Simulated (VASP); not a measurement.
Wanted: the native input for a VASP 6.6.1 run.

- Task: single point
- Functional: RPBE
- Potentials or basis: VASP PAW PBE potentials, release 64 (Cu_sv_GW)
- Cutoff: 820 eV
- k mesh: 13 × 13 × 13
- Occupations: fermi-dirac, width 0.05 eV
- Spin: no spin polarisation
- Dipole correction: no
- Further INCAR settings: ALGO = Normal; EDIFF = 1e-06; NBANDS = 16

The structure of Cu lies in POSCAR:

```
Cu
1.0
   -1.4427933200      1.4427933200      1.3760814500
    1.4427933200     -1.4427933200      1.3760814500
    1.4427933200      1.4427933200     -1.3760814500
Cu
1
Direct
    0.0000000000      0.0000000000      0.0000000000
```

One way to write it, as run:

INCAR

```
SYSTEM = Cu
ALGO = Normal
EDIFF = 1E-6
ENCUT = 820
GGA = RP
GGA_COMPAT = .False.
ISIF = 2
ISMEAR = -1
LASPH = .True.
LCHARG = .False.
LREAL = .False.
LWAVE = .False.
NBANDS = 16
NELM = 120
PREC = Accurate
SIGMA = 0.05
```

KPOINTS

```
k-points
0
Gamma
  13 13 13
  0 0 0
```

Potentials or basis: VASP PAW PBE potentials, release 64 (Cu_sv_GW).

The run is started by

```console
$ cat potpaw_PBE.64/Cu_sv_GW/POTCAR > POTCAR
$ mpirun -np 1 vasp_std > vasp.out
```

It gave:

```yaml
Pressure: 11.7 GPa
Band_gap_on_the_k_mesh: zero (an odd number of electrons rules out a gap without spin polarisation)
```

Caveat: the cell stands under pressure; the PAW data sets were made with another functional, which shifts forces and pressure a little.

Wall time 52 s on 1 thread of Intel(R) Xeon(R) Platinum 8259CL CPU @ 2.50GHz (Skylake/Cascade Lake), on a shared host, peak memory 0.21 GiB.
